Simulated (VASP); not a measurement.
HfPdSe2:

```
CELL_PARAMETERS angstrom
4.02596 0.00000 0.00000
0.00000 4.02596 0.00000
0.00000 0.00000 6.87279
ATOMIC_POSITIONS crystal
Hf 0.50000 0.50000 0.50000
Pd 0.50000 0.50000 0.00000
Se 0.00000 0.00000 0.50000
Se 0.00000 0.00000 0.00000
```

The cell was generated, and may not be a known phase.

* Program: VASP 6.6.1
* Task: relaxation of cell and atoms
* Functional: PBE
* Potentials or basis: VASP PAW PBE potentials, release 64 (Hf_pv, Pd, Se)
* Cutoff: 600 eV
* k mesh: 4 × 4 × 4
* Occupations: gaussian, width 0.1 eV
* Spin: no spin polarisation

At the start: pressure -13.1 GPa; volume 27.85 Å³/atom.

Q: How do energy, volume and symmetry change on relaxing?

A: Over 15 steps the energy falls by 358.5 meV/atom and the volume is 20.70 Å³/atom (-25.7 %); space group P4/mmm (No. 123, to 0.1 Å) before and after.

Step by step:
```
step  energy change (eV)  largest force (eV/Å)  pressure (GPa)  volume (Å³)
   1              0.0000                0.0000          -13.12       111.40
   2             -0.7854                0.0000           16.06        78.38
   3             -1.3092                0.0000           -0.84        88.73
   4             -1.3098                0.0000           -0.36        88.31
   5             -1.3278                0.0000           -0.44        87.51
   6             -1.3760                0.0000           -0.21        85.03
   7             -1.3915                0.0000            2.97        79.72
   8             -1.4107                0.0000            0.35        83.19
   9             -1.4292                0.0000            1.39        81.48
  10             -1.4305                0.0000            1.11        81.88
  11             -1.4017                0.0000           -2.55        84.47
  12             -1.4339                0.0000            0.16        82.48
  13             -1.4339                0.0000            0.17        82.47
  14             -1.4339                0.0000            0.19        82.46
  15             -1.4340                0.0000           -0.11        82.81
```

Final structure:
```yaml
crystal:
  lattice:
    - [3.76008, 0.00000, 0.00000]
    - [0.00000, 3.76008, 0.00000]
    - [0.00000, 0.00000, 5.85701]
  atoms:
    - { symbol: Hf, position: [0.50000, 0.50000, 0.50000] }
    - { symbol: Pd, position: [0.50000, 0.50000, 0.00000] }
    - { symbol: Se, position: [0.00000, 0.00000, 0.50000] }
    - { symbol: Se, position: [0.00000, 0.00000, 0.00000] }
```

Caveat: the k points lie up to 0.42 Å⁻¹ apart in the final cell, too coarse for converged energies and pressures of a metal; the volume moved by over 15 % at a fixed basis, so the end points are rough.
